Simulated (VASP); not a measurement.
Crystal: Ag.

```xyz
1
Lattice="0.0000 2.0427 2.0427 2.0427 0.0000 2.0427 2.0427 2.0427 0.0000" Properties=species:S:1:pos:R:3 pbc="T T T"
Ag    0.0000    0.0000    0.0000
```

```yaml
Program: VASP 6.6.1
Task: relaxation of cell and atoms
Functional: PBE
Potentials_or_basis: VASP PAW PBE potentials, release 64 (Ag)
Cutoff: 600 eV
k_mesh: 11 × 11 × 11
Occupations: fermi-dirac, width 0.05 eV
Spin: no spin polarisation
```

At the start: pressure 4.2 GPa; volume 17.05 Å³/atom.

Question: Where does the relaxation end?

Answer: Over 3 steps the energy falls by 9.1 meV/atom and the volume is 17.77 Å³/atom (+4.2 %); space group Fm-3m (No. 225, to 0.05 Å).

Step by step:
```csv
step,energy change (eV),largest force (eV/Å),pressure (GPa),volume (Å³)
1,0.0000,0.0000,4.23,17.05
2,-0.0066,0.0000,-1.90,18.18
3,-0.0091,0.0000,0.01,17.77
```

Final structure:
```yaml
crystal:
  lattice:
    - [0.00000, 2.07121, 2.07121]
    - [2.07121, 0.00000, 2.07121]
    - [2.07121, 2.07121, 0.00000]
  atoms:
    - { symbol: Ag, position: [0.00000, 0.00000, 0.00000] }
```
